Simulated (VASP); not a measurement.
Write the native input for VASP 6.6.1 that does the following.

| Item | Value |
| --- | --- |
| Task | single point |
| Functional | PBEsol |
| Potentials or basis | VASP PAW PBE potentials, release 64 (Nb_sv, As) |
| Cutoff | 520 eV |
| k mesh | 11 × 11 × 11 |
| Occupations | fermi-dirac, width 0.05 eV |
| Spin | no spin polarisation |
| Dipole correction | no |
| Further INCAR settings | ALGO = Normal; EDIFF = 1e-06; NBANDS = 26 |

The structure of NbAs lies in POSCAR:

```
NbAs
1.0
   -1.7258500000      1.7258500000      5.8400000000
    1.7258500000     -1.7258500000      5.8400000000
    1.7258500000      1.7258500000     -5.8400000000
Nb As
2 2
Direct
    0.5000000000      0.0000000000      0.5000000000
    0.7500000000      0.7500000000      0.0000000000
    0.9160000000      0.4160000000      0.5000000000
    0.1660000000      0.1660000000      0.0000000000
```

These files were run (other wordings do the same):

INCAR

```
SYSTEM = NbAs
  PREC = Accurate
  ENCUT = 520
  EDIFF = 1E-6
  ISMEAR = -1
  SIGMA = 0.05
  LREAL = .False.
  LASPH = .True.
  NELM = 80
  ALGO = Normal
  ISIF = 2
  LWAVE = .False.
  LCHARG = .False.
  GGA = PS
  NBANDS = 26
```

KPOINTS

```
regular mesh
0
Gamma
  11 11 11
  0 0 0
```

Potentials or basis: VASP PAW PBE potentials, release 64 (Nb_sv, As).

Run with:

```console
$ cat potpaw_PBE.64/Nb_sv/POTCAR potpaw_PBE.64/As/POTCAR > POTCAR
$ mpirun -np 1 vasp_std > vasp.out
```

It gave:

```json
{
 "Pressure": "-2.2 GPa",
 "Largest force": "0.290 eV/Å"
}
```

Caveat: the PAW data sets were made with another functional, which shifts forces and pressure a little.

It took 5.3 min on 1 thread of Intel(R) Xeon(R) Platinum 8559C (Emerald Rapids), on a shared host, peak memory 0.45 GiB.
